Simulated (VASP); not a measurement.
A run of VASP 6.6.1 is set up as follows.

INCAR

```
  ALGO = Normal
  EDIFF = 1E-6
  ENCUT = 500
  GGA = PE
  GGA_COMPAT = False
  ISIF = 2
  ISMEAR = 0
  LASPH = True
  LCHARG = False
  LMAXMIX = 6
  LREAL = False
  LWAVE = False
  NBANDS = 20
  NELM = 200
  PREC = Accurate
  SIGMA = 0.1
```

Contents of KPOINTS:

```
k-points
0
Gamma
  12 12 10
```

The input POSCAR:

```
PrSi3
1.0
    4.2803773510      0.0000000000      0.0000000000
    0.0000000000      4.2803773510      0.0000000000
    0.0000000000      0.0000000000      4.2713211096
Pr Si
1 3
Direct
    0.0000000000      0.0000000000      0.0000000000
    0.5000000000      0.5000000000      0.0000000000
    0.5000000000      0.0000000000      0.5000000000
    0.0000000000      0.5000000000      0.5000000000
```

Potentials or basis: VASP PAW PBE potentials, release 64 (Pr_3, Si), 4f in core.

Run with:

```console
$ cat potpaw_PBE.64/Pr_3/POTCAR potpaw_PBE.64/Si/POTCAR > POTCAR
$ mpirun -np 1 vasp_std > vasp.out
```

Problem. What does it give for the pressure?

Solution. -0.2 GPa.

Problem. Estimate the band gap on the k mesh.

Solution. Zero (an odd number of electrons rules out a gap without spin polarisation).

Caveat: spin-orbit coupling is left out, which moves the levels of the heavy elements; the 4f electrons are frozen in the core, so they carry no moment and show no levels. Spin polarisation is off, so any magnetic state and its effect on volume and gap are missing.
